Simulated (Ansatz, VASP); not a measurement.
## Two plane-wave programs on Cu

File INCAR:

```
PREC = Accurate
ENCUT = 520
EDIFF = 1E-7
ISMEAR = 0
SIGMA = 0.15
LREAL = False
LASPH = True
NELM = 60
ALGO = Normal
ISIF = 2
LWAVE = False
LCHARG = False
GGA = PE
NBANDS = 12
```

Contents of KPOINTS:

```
Automatic mesh
0
Gamma
  22 22 22
```

The input POSCAR:

```
Cu
1.0
    0.0000000000      1.8346125000      1.8617250000
    1.8346125000      0.0000000000      1.8617250000
    1.8346125000      1.8346125000      0.0000000000
Cu
1
Direct
    0.0000000000      0.0000000000      0.0000000000
```

Input for Ansatz:

```yaml
crystal:
  lattice:
    - [0.0, 1.8346125, 1.861725]
    - [1.8346125, 0.0, 1.861725]
    - [1.8346125, 1.8346125, 0.0]
  atoms:
    - { symbol: Cu, position: [0.0, 0.0, 0.0] }
basis:
  ecutwfc: 420
kpoints:
  mp_grid: { grid: [22, 22, 22] }
hamiltonian:
  xc: pbe
scf:
  occupations: { method: gaussian, width: 0.15 }
output:
  forces: true
  stress: true
  eigenvalues: true
```

Change from the starting cell: strain +0.015 along x and y, +0.030 along z, atoms carried along.

Alike in both runs: task single point; functional PBE; k mesh 22 × 22 × 22; occupations gaussian, width 0.15 eV; no spin polarisation.

|  | VASP | Ansatz |
| --- | --- | --- |
| version | VASP 6.6.1 | Ansatz 0.2.0 |
| potentials or method | VASP PAW PBE potentials, release 64 (Cu), cutoff 520 eV | scalar-relativistic, plane waves, PAW |
| valence electrons in the cell | 11 | 19 |

|  | VASP | Ansatz | Ansatz less VASP |
| --- | --- | --- | --- |
| gap on the k mesh at the Fermi level (eV) | none | none | - |
| pressure (GPa) | -5.4 | -5.9 | -0.53 |
| traceless stress, the component that is largest in VASP (GPa) | -0.51 | -0.51 | -0.006 |

A gap of «none» marks a metal or a gap that the smearing closes. VASP's potentials hold 11 valence electrons a cell and Ansatz's 19, so a difference there can come from the potentials and not from the codes.
